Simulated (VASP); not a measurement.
# Ga (C2/c) in VASP: a series of runs

Ga is run at these levels: LDA; tasks: single point.

Everything below comes from runs of VASP 6.6.1. Logs are shortened: lines on timing, memory, paths and dates and some standing lists are left out, and cuts for length are marked.

**1. The cell of the first run**

The structure is monoclinic, space group C2/c (No. 15). The conventional cell has a = 2.710 Å, b = 7.889 Å, c = 3.264 Å, α = 90.00°, β = 92.02°, γ = 90.00°. Ga (site symmetry 2) has 10 Ga at 2.63 to 3.26 Å within 3.5 Å.

**2. Single point, LDA (17.43 Å³/atom)**

INCAR reads:

```
SYSTEM = Ga
PREC = Accurate ; ENCUT = 520
EDIFF = 1E-6 ; ISMEAR = -1
SIGMA = 0.05 ; LREAL = .False.
LASPH = .True. ; NELM = 60
ALGO = Fast ; ISIF = 2
LWAVE = .False. ; LCHARG = .False.
NBANDS = 20
```

KPOINTS reads:

```
regular mesh
0
Gamma
  10 10 8
  0 0 0
```

POSCAR reads:

```
Ga
1.0
    1.3547675884     -3.9443034667      0.0000000000
    1.3547675884      3.9443034667      0.0000000000
   -0.1150499344      0.0000000000      3.2619526240
Ga
2
Direct
    0.1310000000      0.8690000000      0.7500000000
    0.8690000000      0.1310000000      0.2500000000
```

Potentials or basis: VASP PAW LDA potentials, release 64 (Ga_d).

Started as:

```sh
> cat potpaw_LDA.64/Ga_d/POTCAR > POTCAR
> mpirun -np 1 vasp_std > vasp.out
```

OUTCAR:

```text
SYSTEM = Ga
   PREC = Accurate
   ENCUT = 520
   EDIFF = 1E-6
   ISMEAR = -1
   LREAL = .False.
   LASPH = .True.
   NELM = 60
   ISIF = 2

 ion  position               nearest neighbor table
   1  0.131  0.869  0.750-   2 2.63   2 2.63   2 2.80   2 2.80   2 2.86   2 2.86
   2  0.869  0.131  0.250-   1 2.63   1 2.63   1 2.80   1 2.80   1 2.86   1 2.86

  LATTYP: Found a base centered monoclinic cell.
 ALAT       =     2.7095351768
 B/A-ratio  =     2.9114244395
 C/A-ratio  =     1.2046276211
 COS(beta)  =    -0.0352483478

  Lattice vectors:

 A1 = (   1.3547675884,  -3.9443034667,   0.0000000000)
 A2 = (   1.3547675884,   3.9443034667,   0.0000000000)
 A3 = (  -0.1150499344,   0.0000000000,   3.2619526240)

Analysis of symmetry for initial positions (statically):
=====================================================================
 Subroutine PRICEL returns:
 Original cell was already a primitive cell.

 Routine SETGRP: Setting up the symmetry group for a
 base centered monoclinic supercell.

 Subroutine GETGRP returns: Found  4 space group operations
 (whereof  2 operations were pure point group operations)
 out of a pool of  4 trial point group operations.

The static configuration has the point symmetry S_2 .
 The point group associated with its full space group is C_2h.

Analysis of symmetry for dynamics (positions and initial velocities):
=====================================================================
 Subroutine PRICEL returns:
 Original cell was already a primitive cell.

 Routine SETGRP: Setting up the symmetry group for a
 base centered monoclinic supercell.

 Subroutine GETGRP returns: Found  4 space group operations
 (whereof  2 operations were pure point group operations)
 out of a pool of  4 trial point group operations.

The dynamic configuration has the point symmetry S_2 .
 The point group associated with its full space group is C_2h.

 Subroutine INISYM returns: Found  4 space group operations
 (whereof  2 operations are pure point group operations),
 and found     1 'primitive' translations

----------------------------------------------------------------------------------------

                                     Primitive cell

  volume of cell :      34.8612

  direct lattice vectors                    reciprocal lattice vectors
     1.354767588 -3.944303467  0.000000000     0.369066993 -0.126765094  0.013017091
     1.354767588  3.944303467  0.000000000     0.369066993  0.126765094  0.013017091
    -0.115049934  0.000000000  3.261952624     0.000000000  0.000000000  0.306564845

  length of vectors
     4.170482593  4.170482593  3.263980914     0.390447537  0.390447537  0.306564845

  position of ions in fractional coordinates (direct lattice)
     0.131000000  0.869000000  0.750000000
     0.869000000  0.131000000  0.250000000

  ion indices of the primitive-cell ions
   primitive index   ion index
                 1           1
                 2           2

----------------------------------------------------------------------------------------

 KPOINTS: regular mesh

Automatic generation of k-mesh.
 Grid dimensions read from file:
 generate k-points for:   10   10    8

 Generating k-lattice:

  Cartesian coordinates                     Fractional coordinates (reciprocal lattice)
     0.036906699 -0.012676509  0.001301709     0.100000000  0.000000000  0.000000000
     0.036906699  0.012676509  0.001301709     0.000000000  0.100000000  0.000000000
     0.000000000  0.000000000  0.038320606     0.000000000  0.000000000  0.125000000

  Length of vectors
     0.039044754  0.039044754  0.038320606

  Shift w.r.t. Gamma in fractional coordinates (k-lattice)
     0.000000000  0.000000000  0.000000000

 Subroutine IBZKPT returns following result:
 ===========================================

 Found    227 irreducible k-points:

 Following reciprocal coordinates:
            Coordinates               Weight
  0.000000  0.000000  0.000000      1.000000
  0.100000  0.000000 -0.000000      4.000000
  0.200000  0.000000 -0.000000      4.000000
  0.300000  0.000000  0.000000      4.000000
  0.400000 -0.000000  0.000000      4.000000
  0.500000  0.000000  0.000000      2.000000
[... 16 lines left out ...]
  0.300000  0.300000  0.000000      2.000000
  0.400000  0.300000  0.000000      4.000000
 [... further k-points ...]
   k-points           NKPTS =    227   k-points in BZ     NKDIM =    227   number of bands    NBANDS=     20
   number of dos      NEDOS =    301   number of ions     NIONS =      2
   total plane-waves  NPLWV =  24576
   dimension x,y,z NGX =    32 NGY =   32 NGZ =   24
   dimension x,y,z NGXF=    64 NGYF=   64 NGZF=   48
   ions per type =               2
   NGX,Y,Z   is equivalent  to a cutoff of  12.76, 12.76, 12.22 a.u.
   NGXF,Y,Z  is equivalent  to a cutoff of  25.51, 25.51, 24.45 a.u.
 SYSTEM =  Ga
   PREC   = accura    normal or accurate (medium, high low for compatibility)
   ISTART =      0    job   : 0-new  1-cont  2-samecut
   ICHARG =      2    charge: 1-file 2-atom 10-const
   ISPIN  =      1    spin polarized calculation?
   LNONCOLLINEAR =      F non collinear calculations
   LSORBIT =      F    spin-orbit coupling
   LASPH  =      T    aspherical Exc in radial PAW
   ENCUT  =  520.0 eV  38.22 Ry    6.18 a.u.   7.75  7.75  6.07*2*pi/ulx,y,z
   NELM   =     60;   NELMIN=  2; NELMDL= -5     # of ELM steps
   EDIFF  = 0.1E-05   stopping-criterion for ELM
   LREAL  =      F    real-space projection
   EDIFFG = 0.1E-04   stopping-criterion for IOM
   NSW    =      0    number of steps for IOM
   IBRION =     -1    ionic relax: 0-MD 1-quasi-New 2-CG
   NFREE  =      0    steps in history (QN), initial steepest desc. (CG)
   ISIF   =      2    stress and relaxation
   ISYM   =      2    0-nonsym 1-usesym 2-fastsym
   POTIM  = 0.5000    time-step for ionic-motion
   TEBEG  =    0.0;   TEEND  =   0.0 temperature during run
   PSTRESS=    0.0 pullay stress
   NELECT =      26.0000    total number of electrons
   NUPDOWN=      -1.0000    fix difference up-down
   EMIN   =  10.00;   EMAX   =-10.00  energy-range for DOS
   EFERMI =   0.00;   METHOD = LEGACY
   ISMEAR =    -1;   SIGMA  =   0.05  broadening in eV -4-tet -1-fermi 0-gaus
   EFERMI_NEDOS =   21; number of points for ismear=-14 and -15
   IALGO  =     68    algorithm
   IMIX   =      4    mixing-type and parameters
     AMIX     =   0.40;   BMIX     =  1.00
     AMIX_MAG =   1.60;   BMIX_MAG =  1.00
  volume/ion in A,a.u.               =      17.43       117.63
  Fermi-wavevector in a.u.,A,eV,Ry     =   1.484630  2.805545 29.988976  2.204128
  Thomas-Fermi vector in A             =   2.598143
   LORBIT       =      0    0 simple, 1 ext, 2 COOP (PROOUT), +10 PAW based schemes
   GGA     = CA    functional components
   LHFCALC =     F    Hartree Fock is set to
   AEXX    =    0.0000 exact exchange contribution
   IVDW    =     0    specifies the selected vdW correction
   LEPSILON=     F    determine dielectric tensor
   LRPA    =     F    only Hartree local field effects (RPA)
 non-spin polarized calculation
 RMM-DIIS sequential band-by-band and
  energy-cutoff  :      520.00
  volume of cell :       34.86
 maximum number of plane-waves:       955
   NGX = 15   NGY = 15   NGZ = 13

 number of electron      26.0000015 magnetization

 Free energy of the ion-electron system (eV)
  ---------------------------------------------------
  ext. energy  EPLUGINS =         0.00000000
  ---------------------------------------------------
  free energy    TOTEN  =        -7.16597362 eV

  energy without entropy =       -7.16085201  energy(sigma->0) =       -7.16341281

 E-fermi :   5.9931     XC(G=0): -11.6914

 val. band max:        5.9857574921   @ k =  -0.2000   0.3000   0.3750
 cond. band min:       5.9941712601   @ k =   0.3000   0.1000   0.2500
 fundamental gap:      0.0084137680
 Fermi energy:         5.9930569389

 k-point     1 :       0.0000    0.0000    0.0000
  band No.  band energies     occupation
      1      -9.3418      2.00000
      2      -9.3347      2.00000
      3      -9.2904      2.00000
      4      -9.2703      2.00000
      5      -8.9449      2.00000
      6      -8.9425      2.00000
[... 12 lines left out ...]
     19      17.1589      0.00000
     20      19.5967      0.00000

 k-point     2 :       0.1000    0.0000   -0.0000
  band No.  band energies     occupation
      1      -9.3325      2.00000
      2      -9.3164      2.00000
      3      -9.2674      2.00000
      4      -9.2237      2.00000
      5      -8.9668      2.00000
      6      -8.9632      2.00000
[... 12 lines left out ...]
     19      17.5306      0.00000
     20      20.5303      0.00000

 k-point     3 :       0.2000    0.0000   -0.0000
  band No.  band energies     occupation
      1      -9.3087      2.00000
      2      -9.2774      2.00000
      3      -9.2034      2.00000
      4      -9.1183      2.00000
      5      -9.0216      2.00000
      6      -9.0137      2.00000
[... 12 lines left out ...]
     19      17.7566      0.00000
     20      21.6370      0.00000

 k-point     4 :       0.3000    0.0000    0.0000
  band No.  band energies     occupation
      1      -9.2820      2.00000
      2      -9.2386      2.00000
      3      -9.1519      2.00000
      4      -9.1214      2.00000
      5      -9.0934      2.00000
      6      -8.9865      2.00000
[... 12 lines left out ...]
     19      18.0470      0.00000
     20      20.1709      0.00000

 k-point     5 :       0.4000   -0.0000    0.0000
  band No.  band energies     occupation
      1      -9.2633      2.00000
      2      -9.2395      2.00000
      3      -9.1612      2.00000
      4      -9.1486      2.00000
      5      -9.1287      2.00000
      6      -8.9997      2.00000
[... 12 lines left out ...]
     19      17.3634      0.00000
     20      18.7451      0.00000

 k-point     6 :       0.5000    0.0000    0.0000
  band No.  band energies     occupation
      1      -9.2558      2.00000
      2      -9.2552      2.00000
      3      -9.1835      2.00000
      4      -9.1410      2.00000
      5      -9.1354      2.00000
      6      -9.0006      2.00000
[... 12 lines left out ...]
     19      17.1974      0.00000
     20      17.7113      0.00000

 k-point     7 :       0.1000    0.1000   -0.0000
  band No.  band energies     occupation
      1      -9.3195      2.00000
      2      -9.2855      2.00000
      3      -9.1853      2.00000
      4      -9.1358      2.00000
      5      -9.0045      2.00000
      6      -8.9987      2.00000
[... 12 lines left out ...]
     19      18.2359      0.00000
     20      20.7503      0.00000
[... 277 lines left out ...]
 k-point    20 :      -0.4000    0.2000    0.0000
  band No.  band energies     occupation
      1      -9.2648      2.00000
      2      -9.2335      2.00000
      3      -9.2045      2.00000
      4      -9.0900      2.00000
      5      -9.0587      2.00000
      6      -9.0325      2.00000
[... 12 lines left out ...]
     19      15.9776      0.00000
     20      21.0725      0.00000

 k-point    21 :      -0.3000    0.2000    0.0000
  band No.  band energies     occupation
      1      -9.3432      2.00000
      2      -9.2632      2.00000
      3      -9.2469      2.00000
      4      -9.1519      2.00000
      5      -9.0267      2.00000
      6      -8.9992      2.00000
[... 12 lines left out ...]
     19      17.2179      0.00000
     20      20.8924      0.00000

 k-point    22 :      -0.2000    0.2000    0.0000
  band No.  band energies     occupation
      1      -9.3670      2.00000
      2      -9.2925      2.00000
      3      -9.2774      2.00000
      4      -9.2053      2.00000
      5      -8.9965      2.00000
      6      -8.9695      2.00000
[... 12 lines left out ...]
     19      18.3319      0.00000
     20      18.8175      0.00000

 k-point    23 :       0.3000    0.3000    0.0000
  band No.  band energies     occupation
      1      -9.2601      2.00000
      2      -9.2536      2.00000
      3      -9.1527      2.00000
      4      -9.0950      2.00000
      5      -9.0462      2.00000
      6      -9.0275      2.00000
[... 12 lines left out ...]
     19      16.0015      0.00000
     20      17.6441      0.00000

 k-point    24 :       0.4000    0.3000    0.0000
  band No.  band energies     occupation
      1      -9.2299      2.00000
      2      -9.2202      2.00000
      3      -9.1371      2.00000
      4      -9.0998      2.00000
      5      -9.0691      2.00000
      6      -9.0141      2.00000
[... 12 lines left out ...]
     19      16.0197      0.00000
     20      18.2515      0.00000

 [... further k-points ...]
[... 5 lines left out ...]
  --------------------------------------------------------------------------------------
  -------------------------------------------------------------------------------------
  Total        0.0485803     -0.1083307     -0.2549392      0.0000000      0.0000000      0.1155884
  in kB        2.2326901     -4.9787372    -11.7166780      0.0000000      0.0000000      5.3122947
  external PRESSURE =      -4.8209084 kB  Pullay stress =       0.0000000 kB

 VOLUME and BASIS-vectors are now :
 -----------------------------------------------------------------------------
  energy-cutoff  :      520.00
  volume of cell :       34.86
      direct lattice vectors                 reciprocal lattice vectors
     1.354767588 -3.944303467  0.000000000     0.369066993 -0.126765094  0.013017091
     1.354767588  3.944303467  0.000000000     0.369066993  0.126765094  0.013017091
    -0.115049934  0.000000000  3.261952624     0.000000000  0.000000000  0.306564845

 POSITION                                       TOTAL-FORCE (eV/Angst)
 -----------------------------------------------------------------------------------
      1.26848      2.91090      2.44646        -0.000000     -0.208807     -0.000000
      1.32601     -2.91090      0.81549         0.000000      0.208807      0.000000
 -----------------------------------------------------------------------------------
    total drift:                                0.000000      0.000000     -0.000000

  FREE ENERGIE OF THE ION-ELECTRON SYSTEM (eV)
  ---------------------------------------------------
  free  energy   TOTEN  =        -7.1659736219 eV

  energy  without entropy=       -7.1608520060  energy(sigma->0) =       -7.16341281
```

It took 3 min on 1 thread of Intel Xeon Platinum 8375C at 2.90GHz (Ice Lake), shared host; peak memory 0.23 GiB.

Results:

```yaml
Free_energy: -7.1660 eV
Pressure: -0.5 GPa
Largest_force: 0.209 eV/Å
Band_gap_on_the_k_mesh: zero (bands 13 and 14 overlap by 8.79 eV)
```

Forces on the atoms (eV/Å):
```
Ga   0.000 -0.209  0.000
Ga   0.000  0.209  0.000
```

Stress tensor (GPa, compression positive):
```
 0.22  0.00  0.53
 0.00 -0.50  0.00
 0.53  0.00 -1.17
```

Levels at points of the mesh, in eV from the Fermi level:
```tsv
k point	band 10	band 11	band 12	band 13	band 14	band 15	band 16	band 17
(0.00, 0.00, 0.00)	-14.73	-11.71	-2.25	-1.51	1.63	5.65	10.09	10.60
(0.50, 0.00, 0.00)	-14.75	-6.22	-5.28	-1.45	0.09	6.01	6.88	8.81
(0.50, 0.50, 0.00)	-14.80	-9.48	-8.95	4.12	4.74	6.16	6.38	7.83
(0.00, 0.00, 0.50)	-14.81	-8.09	-8.09	1.74	1.74	2.59	2.59	12.16
(0.50, 0.00, 0.50)	-14.75	-2.96	-2.87	-1.74	-1.51	1.78	2.35	4.49
(0.50, 0.50, 0.50)	-14.90	-6.15	-6.15	-4.67	-4.67	11.31	11.31	12.30
```

**3. Single point, LDA (18.17 Å³/atom)**

This run uses another cell than the first one, of 18.17 Å³/atom.

INCAR reads:

```
PREC     = Accurate       # precision mode
ENCUT    = 520            # plane-wave cutoff, eV
EDIFF    = 1E-6           # SCF threshold, eV
ISMEAR   = -1             # smearing method
SIGMA    = 0.05           # smearing width, eV
LREAL    = False          # projectors in reciprocal space
LASPH    = True           # aspherical terms in the spheres
NELM     = 100            # most SCF steps
ALGO     = Fast           # electronic algorithm
ISIF     = 2              # what is computed and relaxed
LWAVE    = False          # write WAVECAR
LCHARG   = False          # write CHGCAR
NBANDS   = 20             # bands
```

KPOINTS reads:

```
regular mesh
0
Gamma
  10 10 8
```

POSCAR reads:

```
Ga
1.0
    1.3737178411     -3.9994756958      0.0000000000
    1.3737178411      3.9994756958      0.0000000000
   -0.1166592328      0.0000000000      3.3075802485
Ga
2
Direct
    0.1310000000      0.8690000000      0.7500000000
    0.8690000000      0.1310000000      0.2500000000
```

Potentials or basis: VASP PAW LDA potentials, release 64 (Ga_d).

Started as:

```sh
> cat potpaw_LDA.64/Ga_d/POTCAR > POTCAR
> mpirun -np 1 vasp_std > vasp.out
```

It took 3.7 min on 1 thread of Intel Xeon Platinum 8375C at 2.90GHz (Ice Lake), shared host; peak memory 0.25 GiB.

Results (log left out):

| Item | Value |
| --- | --- |
| Free energy | -7.1505 eV |
| Pressure | -3.0 GPa |
| Largest force | 0.192 eV/Å |
| Band gap on the k mesh | zero (bands 13 and 14 overlap by 8.47 eV) |

Forces in eV/Å, atoms in the order of the input:
```
Ga   0.000 -0.192  0.000
Ga   0.000  0.192  0.000
```

Stress tensor (GPa, compression positive):
```
-2.39  0.00  0.43
 0.00 -2.97  0.00
 0.43  0.00 -3.49
```

Levels at points of the mesh, in eV from the Fermi level:
```tsv
k point	band 10	band 11	band 12	band 13	band 14	band 15	band 16	band 17
(0.00, 0.00, 0.00)	-14.71	-11.37	-2.12	-1.64	1.62	5.58	9.77	10.25
(0.50, 0.00, 0.00)	-14.73	-6.12	-5.08	-1.36	0.02	5.81	6.63	8.55
(0.50, 0.50, 0.00)	-14.77	-9.22	-8.71	4.02	4.61	5.92	6.13	7.61
(0.00, 0.00, 0.50)	-14.78	-7.88	-7.88	1.72	1.72	2.48	2.48	11.74
(0.50, 0.00, 0.50)	-14.73	-2.91	-2.89	-1.66	-1.52	1.76	2.31	4.40
(0.50, 0.50, 0.50)	-14.87	-6.07	-6.07	-4.45	-4.45	10.95	10.95	11.89
```
